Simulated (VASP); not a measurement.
Crystal: B.

```xyz
2
Lattice="2.1006 0.0000 0.0000 -1.0503 1.8192 0.0000 0.0000 0.0000 3.4303" Properties=species:S:1:pos:R:3 pbc="T T T"
B     0.0000    1.2128    0.8576
B     1.0503    0.6064    2.5727
```

This isn't the form of B at room conditions, which is rhombohedral.

| Item | Value |
| --- | --- |
| Program | VASP 6.6.1 |
| Task | relaxation of cell and atoms |
| Functional | BLYP |
| Potentials or basis | VASP PAW PBE potentials, release 64 (B) |
| Cutoff | 600 eV |
| k mesh | 17 × 17 × 9 |
| Occupations | fermi-dirac, width 0.1 eV |
| Spin | no spin polarisation |

At the start: pressure -10.5 GPa; volume 6.55 Å³/atom.

Where does the relaxation end?

Over 27 steps the energy falls by 1070.7 meV/atom and the volume is 8.00 Å³/atom (+22.1 %); space group P6_3/mmc (No. 194, to 0.1 Å) before and after.

Step by step:
| step | energy change (eV) | largest force (eV/Å) | pressure (GPa) | volume (Å³) |
| --- | --- | --- | --- | --- |
| 1 | 0.0000 | 0.0000 | -10.46 | 13.11 |
| 2 | -0.0719 | 0.0000 | 1.37 | 12.31 |
| 3 | -0.0903 | 0.0000 | 10.79 | 11.86 |
| 4 | -0.1437 | 0.0000 | 14.34 | 11.75 |
| 5 | -0.3084 | 0.0000 | 28.42 | 11.40 |
| 6 | -0.3853 | 0.0000 | 75.57 | 10.55 |
| 7 | -0.3975 | 0.0000 | 76.48 | 10.55 |
| 8 | -0.4309 | 0.0000 | 79.51 | 10.56 |
| 9 | -0.4831 | 0.0000 | 86.59 | 10.56 |
| 10 | -0.5968 | 0.0000 | 104.76 | 10.49 |
| 11 | 0.1957 | 0.0000 | 190.82 | 10.15 |
| 12 | -0.5936 | 0.0000 | 116.72 | 10.45 |
| 13 | -0.7847 | 0.0000 | 112.89 | 10.73 |
| 14 | -1.0563 | 0.0000 | 107.37 | 11.53 |
| 15 | -1.3959 | 0.0000 | 82.32 | 12.11 |
| 16 | -1.9947 | 0.0000 | 26.88 | 13.96 |
| 17 | -1.8425 | 0.0000 | -26.77 | 18.21 |
| 18 | -2.1061 | 0.0000 | -4.16 | 15.73 |
| 19 | -2.1097 | 0.0000 | -0.47 | 15.46 |
| 20 | -2.1096 | 0.0000 | 0.81 | 15.38 |
| 21 | -2.1172 | 0.0000 | 0.76 | 15.45 |
| 22 | -2.1335 | 0.0000 | 0.69 | 15.66 |
| 23 | -2.1400 | 0.0000 | 0.73 | 16.08 |
| 24 | -2.1413 | 0.0000 | 0.68 | 15.96 |
| 25 | -2.1413 | 0.0000 | 0.67 | 15.95 |
| 26 | -2.1414 | 0.0000 | 0.18 | 15.99 |
| 27 | -2.1414 | 0.0000 | 0.00 | 16.00 |

Final structure:
```cif
data_structure
_symmetry_space_group_name_H-M 'P 1'
_symmetry_Int_Tables_number 1
_cell_length_a 1.7149
_cell_length_b 1.7149
_cell_length_c 6.2825
_cell_angle_alpha 90.000
_cell_angle_beta 90.000
_cell_angle_gamma 120.000
_cell_volume 16.00
loop_
_atom_site_label
_atom_site_type_symbol
_atom_site_fract_x
_atom_site_fract_y
_atom_site_fract_z
_atom_site_occupancy
B1 B 0.33333 0.66667 0.25000 1
B2 B 0.66667 0.33333 0.75000 1
```

Caveat: the volume moved by over 15 % at a fixed basis, so the end points are rough; the PAW data sets were made with another functional, which shifts forces and pressure a little; this functional lacks dispersion, which binds the layers, so the pressure and a relaxed spacing across them are unreliable.
